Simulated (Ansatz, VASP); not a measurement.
## InSb: VASP beside Ansatz

```
In Sb
1.0
     5.35700    0.00000    0.00000
     0.00000    5.71200    0.00000
     0.00000    0.00000    3.00174
In Sb
2 2
Direct
  0.00000 0.00000 0.00000
  0.50000 0.50000 0.00000
  0.50000 0.00000 0.83500
  0.00000 0.50000 0.16500
```

Change from the starting cell: zz strain of -2 %.

Alike in both runs: task single point; functional LDA; k mesh 6 × 6 × 11; occupations fermi-dirac, width 0.08 eV; no spin polarisation.

|  | VASP | Ansatz |
| --- | --- | --- |
| version | VASP 6.6.1 | Ansatz 0.2.0 |
| potentials or method | VASP PAW LDA potentials, release 64 (In_d, Sb), cutoff 520 eV | all-electron LAPW, scalar-relativistic |

|  | VASP | Ansatz | Ansatz less VASP |
| --- | --- | --- | --- |
| pressure (GPa) | 13.7 | 13.4 | -0.31 |
| traceless stress, the component that is largest in VASP (GPa) | 10.48 | 10.43 | -0.048 |
| rms of the force components (eV/Å) | 0.251 | 0.249 | -0.0024 |

LDA's correlation is that of Perdew and Zunger in VASP and of Perdew and Wang (1992) in Ansatz. Atom by atom the forces differ by 0.003 eV/Å (rms over components). Ansatz ran all-electron here, and VASP with PAW potentials.

Neither program's run includes spin-orbit coupling.
